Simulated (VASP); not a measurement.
MnSb (zincblende type): electric field gradients with PBE

Crystal: MnSb (zincblende type).

```
Mn Sb
1.0
     0.00000    3.04833    3.04833
     3.04833    0.00000    3.04833
     3.04833    3.04833    0.00000
Mn Sb
1 1
Direct
  0.00000 0.00000 0.00000
  0.25000 0.25000 0.25000
```

This cell differs from its parent crystal: volume scaled by 0.96.

| Property | Result |
| --- | --- |
| Program | VASP 6.6.1 |
| Task | electric field gradients |
| Functional | PBE |
| Potentials or basis | VASP PAW PBE potentials, release 64 (Mn_pv, Sb) |
| Cutoff | 520 eV |
| k mesh | 10 × 10 × 10 |
| Occupations | fermi-dirac, width 0.03 eV |
| Spin | collinear spin, ferromagnetic start |
| Starting moments | [4.0, 0.0] μB |
| Dipole correction | no |
| Further INCAR settings | ALGO = Normal; EDIFF = 1e-08; NBANDS = 20 |

```yaml
Pressure: 2.0 GPa
Band_gap_on_the_k_mesh: zero (filled and empty bands overlap)
Net_moment: 4.00 μB per cell
Site_moments: Mn +3.85; Sb -0.16 μB
Valence_electrons_inside_the_program's_atomic_spheres: Mn 11.47; Sb 2.52
```

Levels at points of the mesh, in eV from the Fermi level:
Spin up:
```
           k point  band 9  band 10  band 11  band 12  band 13  band 14
(0.00, 0.00, 0.00)   -2.86     2.50     2.50     2.50     3.45     5.33
(0.50, 0.00, 0.00)   -2.78    -2.50     1.05     1.05     3.78     5.97
(0.50, 0.50, 0.00)   -2.65    -2.34    -0.85    -0.85     3.11     3.85
```
Spin down:
```csv
k point,band 3,band 4,band 5,band 6,band 7,band 8,band 9,band 10,band 11,band 12
"(0.00, 0.00, 0.00)",-46.31,-10.07,-1.45,-1.45,-1.45,0.82,0.82,3.89,3.89,3.89
"(0.50, 0.00, 0.00)",-46.31,-9.00,-3.81,-1.33,-1.33,0.69,0.84,0.84,2.45,2.45
"(0.50, 0.50, 0.00)",-46.31,-8.61,-3.69,-1.40,-1.40,0.11,0.79,1.01,1.11,1.11
```

It took 82 s on 1 thread of Intel Xeon 6975P-C, on a shared host, peak memory 0.26 GiB.

Caveat: without QUAD_EFG the Cq values of the log hold for a quadrupole moment of 1 mb, not for the nuclei; spin-orbit coupling is left out, which moves the levels of the heavy elements; a cell with one magnetic atom can't hold antiferromagnetic order, which such compounds often take.
